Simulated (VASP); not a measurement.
A run of VASP 6.6.1 is set up as follows.

The input INCAR:

```
ALGO     = Normal         # electronic algorithm
EDIFF    = 1E-6           # SCF threshold, eV
ENCUT    = 520            # plane-wave cutoff, eV
GGA      = PE             # functional
ISIF     = 2              # what is computed and relaxed
ISMEAR   = 0              # smearing method
ISPIN    = 2              # spin polarisation
LASPH    = True           # aspherical terms in the spheres
LCHARG   = False          # write CHGCAR
LORBIT   = 11             # projections on sites
LREAL    = False          # projectors in reciprocal space
LWAVE    = False          # write WAVECAR
MAGMOM   = 0 0 1          # initial moments
NBANDS   = 16             # bands
NELM     = 150            # most SCF steps
PREC     = Accurate       # precision mode
SIGMA    = 0.1            # smearing width, eV
```

File KPOINTS:

```
k-points
0
Gamma
  6 6 6
```

Contents of POSCAR:

```
MgSiN
1.0
    3.3629773900      0.0000000000      0.0000000000
    0.0000000000      3.3979698100      0.0000000000
    0.0000000000      0.0000000000      3.4688680000
Mg Si N
1 1 1
Direct
    0.0000000000      0.0000000000      0.0000000000
    0.5000000000      0.5000000000      0.5000000000
    0.5000000000      0.5000000000      0.0000000000
```

Potentials or basis: VASP PAW PBE potentials, release 64 (Mg, Si, N).

The run is started by

```bash
$ cat potpaw_PBE.64/Mg/POTCAR potpaw_PBE.64/Si/POTCAR potpaw_PBE.64/N/POTCAR > POTCAR
$ mpirun -np 1 vasp_std > vasp.out
```

(1) What does it give for the net moment?

(2) Estimate the pressure.

Answers

(1) 0.00 μB per cell.

(2) -0.3 GPa.
